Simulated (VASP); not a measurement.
# Au (P6/mmm) in VASP: a series of runs

The runs below take Au through single point, with PBE.

Everything below comes from runs of VASP 6.6.1. Logs are shortened: lines on timing, memory, paths and dates and some standing lists are left out, and cuts for length are marked.

## (1) The cell of the first run

The structure is hexagonal, space group P6/mmm (No. 191). The conventional cell has a = 4.550 Å, b = 4.550 Å, c = 2.720 Å, α = 90.00°, β = 90.00°, γ = 120.00°. Au (site symmetry 6/mmm) has 14 Au at 2.72 to 2.96 Å within 3.6 Å. Au (site symmetry -6m2) has 11 Au at 2.63 to 2.96 Å within 3.5 Å.

## (2) Single point, PBE

INCAR reads:

```
PREC     = Accurate       # precision mode
ENCUT    = 520            # plane-wave cutoff, eV
EDIFF    = 1E-6           # SCF threshold, eV
ISMEAR   = -1             # smearing method
SIGMA    = 0.1            # smearing width, eV
LREAL    = F              # projectors in reciprocal space
LASPH    = T              # aspherical terms in the spheres
NELM     = 60             # most SCF steps
ALGO     = Normal         # electronic algorithm
ISIF     = 2              # what is computed and relaxed
LWAVE    = F              # write WAVECAR
LCHARG   = F              # write CHGCAR
GGA      = PE             # functional
NBANDS   = 24             # bands
```

KPOINTS reads:

```
regular mesh
0
Gamma
  8 8 11
```

POSCAR reads:

```
Au
1.0
    4.5501996309      0.0000000000      0.0000000000
   -2.2750998155      3.9405884727      0.0000000000
    0.0000000000      0.0000000000      2.7198822368
Au
3
Direct
    0.0000000000      0.0000000000      0.0000000000
    0.3333333333      0.6666666667      0.5000000000
    0.6666666667      0.3333333333      0.5000000000
```

Potentials or basis: VASP PAW PBE potentials, release 64 (Au).

On the command line:

```sh
cat potpaw_PBE.64/Au/POTCAR > POTCAR
mpirun -np 1 vasp_std > vasp.out
```

OUTCAR:

```text
PREC = Accurate
   ENCUT = 520
   EDIFF = 1E-6
   ISMEAR = -1
   LREAL = F
   LASPH = T
   NELM = 60
   ISIF = 2
   GGA = PE

 ion  position               nearest neighbor table
   1  0.000  0.000  0.000-   2 2.96   3 2.96   2 2.96   3 2.96   3 2.96   3 2.96   2 2.96   2 2.96
                             3 2.96   3 2.96   2 2.96   2 2.96
   2  0.333  0.667  0.500-   3 2.63   3 2.63   3 2.63   1 2.96   1 2.96   1 2.96   1 2.96   1 2.96
                             1 2.96
   3  0.667  0.333  0.500-   2 2.63   2 2.63   2 2.63   1 2.96   1 2.96   1 2.96   1 2.96   1 2.96
                             1 2.96

  LATTYP: Found a hexagonal cell.
 ALAT       =     4.5501996309
 C/A-ratio  =     0.5977500895

  Lattice vectors:

 A1 = (   4.5501996309,   0.0000000000,   0.0000000000)
 A2 = (  -2.2750998155,   3.9405884727,   0.0000000000)
 A3 = (   0.0000000000,   0.0000000000,   2.7198822368)

Analysis of symmetry for initial positions (statically):
=====================================================================
 Subroutine PRICEL returns:
 Original cell was already a primitive cell.

 Routine SETGRP: Setting up the symmetry group for a
 hexagonal supercell.

 Subroutine GETGRP returns: Found 24 space group operations
 (whereof 24 operations were pure point group operations)
 out of a pool of 24 trial point group operations.

The static configuration has the point symmetry D_6h.

Analysis of symmetry for dynamics (positions and initial velocities):
=====================================================================
 Subroutine PRICEL returns:
 Original cell was already a primitive cell.

 Routine SETGRP: Setting up the symmetry group for a
 hexagonal supercell.

 Subroutine GETGRP returns: Found 24 space group operations
 (whereof 24 operations were pure point group operations)
 out of a pool of 24 trial point group operations.

The dynamic configuration has the point symmetry D_6h.

 Subroutine INISYM returns: Found 24 space group operations
 (whereof 24 operations are pure point group operations),
 and found     1 'primitive' translations

----------------------------------------------------------------------------------------

                                     Primitive cell

  volume of cell :      48.7688

[... 80 lines left out ...]
 SYSTEM =  unknown system
   PREC   = accura    normal or accurate (medium, high low for compatibility)
   ISTART =      0    job   : 0-new  1-cont  2-samecut
   ICHARG =      2    charge: 1-file 2-atom 10-const
   ISPIN  =      1    spin polarized calculation?
   LNONCOLLINEAR =      F non collinear calculations
   LSORBIT =      F    spin-orbit coupling
   LASPH  =      T    aspherical Exc in radial PAW
   ENCUT  =  520.0 eV  38.22 Ry    6.18 a.u.   8.46  8.46  5.06*2*pi/ulx,y,z
   NELM   =     60;   NELMIN=  2; NELMDL= -5     # of ELM steps
   EDIFF  = 0.1E-05   stopping-criterion for ELM
   LREAL  =      F    real-space projection
   EDIFFG = 0.1E-04   stopping-criterion for IOM
   NSW    =      0    number of steps for IOM
   IBRION =     -1    ionic relax: 0-MD 1-quasi-New 2-CG
   NFREE  =      0    steps in history (QN), initial steepest desc. (CG)
   ISIF   =      2    stress and relaxation
   ISYM   =      2    0-nonsym 1-usesym 2-fastsym
   POTIM  = 0.5000    time-step for ionic-motion
   TEBEG  =    0.0;   TEEND  =   0.0 temperature during run
   PSTRESS=    0.0 pullay stress
   NELECT =      33.0000    total number of electrons
   NUPDOWN=      -1.0000    fix difference up-down
   EMIN   =  10.00;   EMAX   =-10.00  energy-range for DOS
   EFERMI =   0.00;   METHOD = LEGACY
   ISMEAR =    -1;   SIGMA  =   0.10  broadening in eV -4-tet -1-fermi 0-gaus
   EFERMI_NEDOS =   21; number of points for ismear=-14 and -15
   IALGO  =     38    algorithm
   IMIX   =      4    mixing-type and parameters
     AMIX     =   0.40;   BMIX     =  1.00
     AMIX_MAG =   1.60;   BMIX_MAG =  1.00
  volume/ion in A,a.u.               =      16.26       109.70
  Fermi-wavevector in a.u.,A,eV,Ry     =   1.437250  2.716008 28.105379  2.065687
  Thomas-Fermi vector in A             =   2.556348
   LORBIT       =      0    0 simple, 1 ext, 2 COOP (PROOUT), +10 PAW based schemes
   GGA     = PE    functional components
   LHFCALC =     F    Hartree Fock is set to
   AEXX    =    0.0000 exact exchange contribution
   IVDW    =     0    specifies the selected vdW correction
   LEPSILON=     F    determine dielectric tensor
   LRPA    =     F    only Hartree local field effects (RPA)
 non-spin polarized calculation
  energy-cutoff  :      520.00
  volume of cell :       48.77
 maximum number of plane-waves:      1342
 NGX is ok and might be reduce to    36
   NGX = 17   NGY = 17   NGZ = 11

 number of electron      33.0000002 magnetization

 Free energy of the ion-electron system (eV)
  ---------------------------------------------------
  ext. energy  EPLUGINS =         0.00000000
  ---------------------------------------------------
  free energy    TOTEN  =        -9.09242699 eV

  energy without entropy =       -9.05974148  energy(sigma->0) =       -9.07608424

 E-fermi :  10.2777     XC(G=0): -12.9904

 val. band max:       10.2656444686   @ k =   0.2500   0.2500   0.4545
 cond. band min:      10.2828469723   @ k =   0.3750   0.2500   0.3636
 fundamental gap:      0.0172025037
 Fermi energy:        10.2776603685

 k-point     1 :       0.0000    0.0000    0.0000
  band No.  band energies     occupation
      1      -0.0829      2.00000
      2       2.8971      2.00000
      3       4.2873      2.00000
      4       4.8087      2.00000
      5       4.8703      2.00000
      6       4.8703      2.00000
[... 637 lines left out ...]
     23      23.1984      0.00000
     24      24.0316      0.00000

 [... further k-points ...]
[... 5 lines left out ...]
  --------------------------------------------------------------------------------------
  -------------------------------------------------------------------------------------
  Total        6.8852766      6.8852766      6.8838321     -0.0000000     -0.0000000      0.0000000
  in kB      226.1988225    226.1988225    226.1513680     -0.0000000     -0.0000000      0.0000000
  external PRESSURE =     226.1830044 kB  Pullay stress =       0.0000000 kB

 VOLUME and BASIS-vectors are now :
 -----------------------------------------------------------------------------
  energy-cutoff  :      520.00
  volume of cell :       48.77
      direct lattice vectors                 reciprocal lattice vectors
     4.550199631  0.000000000  0.000000000     0.219770577  0.126884602  0.000000000
    -2.275099815  3.940588473  0.000000000     0.000000000  0.253769204  0.000000000
     0.000000000  0.000000000  2.719882237     0.000000000  0.000000000  0.367662977

 POSITION                                       TOTAL-FORCE (eV/Angst)
 -----------------------------------------------------------------------------------
      0.00000      0.00000      0.00000         0.000000      0.000000      0.000000
     -0.00000      2.62706      1.35994         0.000000      0.000000      0.000000
      2.27510      1.31353      1.35994        -0.000000      0.000000      0.000000
 -----------------------------------------------------------------------------------
    total drift:                                0.000000      0.000000     -0.000000

  FREE ENERGIE OF THE ION-ELECTRON SYSTEM (eV)
  ---------------------------------------------------
  free  energy   TOTEN  =        -9.0924269918 eV

  energy  without entropy=       -9.0597414837  energy(sigma->0) =       -9.07608424
```

It took 22 s on 1 thread of Intel Xeon Platinum 8559C (Emerald Rapids), shared host; peak memory 0.19 GiB.

Results:

```yaml
Free_energy: -9.0924 eV
Pressure: 22.6 GPa
```

Caveat: spin-orbit coupling is left out, which moves the levels of the heavy elements.

## (3) Single point, PBE

INCAR reads:

```
SYSTEM = Au
ALGO = Normal ; EDIFF = 1E-6
ENCUT = 520 ; GGA = PE
ISIF = 2 ; ISMEAR = -1
LASPH = .TRUE. ; LCHARG = .FALSE.
LREAL = .FALSE. ; LWAVE = .FALSE.
NBANDS = 24 ; NELM = 80
PREC = Accurate ; SIGMA = 0.1
```

KPOINTS reads:

```
k-points
0
G
  8 8 11
  0 0 0
```

POSCAR is that of step 2.

Potentials or basis: VASP PAW PBE potentials, release 64 (Au).

On the command line:

```sh
cat potpaw_PBE.64/Au/POTCAR > POTCAR
mpirun -np 1 vasp_std > vasp.out
```

Run time: 22 s. Hardware: 1 thread of Intel Xeon Platinum 8559C (Emerald Rapids), shared host; peak memory 0.19 GiB.

The run converged. Its results:

* Free energy: -9.0924 eV
* Pressure: 22.6 GPa

Levels at points of the mesh, in eV from the Fermi level:
```tsv
k point	band 12	band 13	band 14	band 15	band 16	band 17	band 18	band 19	band 20	band 21
(0.00, 0.00, 0.00)	-3.68	-3.62	-3.62	-1.83	-1.83	3.18	4.09	5.50	5.50	5.51
(0.50, 0.00, 0.00)	-2.85	-2.38	-2.34	-2.33	-2.14	-1.77	-0.93	3.67	11.74	11.85
```

Caveat: spin-orbit coupling is left out, which moves the levels of the heavy elements.
